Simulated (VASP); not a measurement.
## Co: single point with r2SCAN

Co:

```xyz
1
Lattice="-1.3803 1.3803 1.3803 1.3803 -1.3803 1.3803 1.3803 1.3803 -1.3803" Properties=species:S:1:pos:R:3 pbc="T T T"
Co    0.0000    0.0000    0.0000
```

This cell differs from its parent crystal: volume scaled by 0.96.

```yaml
Program: VASP 6.6.1
Task: single point
Functional: r2SCAN
Potentials_or_basis: VASP PAW PBE potentials, release 64 (Co)
Cutoff: 520 eV
k_mesh: 18 × 18 × 18
Occupations: fermi-dirac, width 0.05 eV
Spin: collinear spin, ferromagnetic start
Starting_moments: "[2.046] μB"
```

* Pressure: 9.7 GPa
* Net moment: 1.90 μB per cell
* Site moments: Co +1.95 μB
* Valence electrons inside the program's atomic spheres: Co 8.35

Levels at points of the mesh, in eV from the Fermi level:
Spin up:
| k point | band 3 | band 4 | band 5 | band 6 | band 7 | band 8 |
| --- | --- | --- | --- | --- | --- | --- |
| (0.00, 0.00, 0.00) | -4.00 | -4.00 | -3.05 | -3.05 | 26.36 | 26.36 |
| (0.50, 0.00, 0.00) | -2.90 | -2.88 | -1.40 | -0.43 | 6.41 | 19.11 |
| (0.50, 0.50, 0.50) | -1.66 | -1.66 | -1.66 | 9.81 | 9.81 | 9.81 |
Spin down:
```tsv
k point	band 1	band 2	band 3	band 4	band 5	band 6
(0.00, 0.00, 0.00)	-10.56	-1.91	-1.91	-1.91	0.85	0.85
(0.50, 0.00, 0.00)	-5.18	-3.21	-0.83	0.50	1.05	1.10
(0.50, 0.50, 0.50)	-4.14	-4.14	0.76	0.76	0.76	9.93
```

Wall time 6.8 min on 1 thread of AMD EPYC 7R43 64-Core Processor (Zen 3) (shared host), peak memory 0.12 GiB.

Caveat: the PAW data sets were made with another functional, which shifts forces and pressure a little.
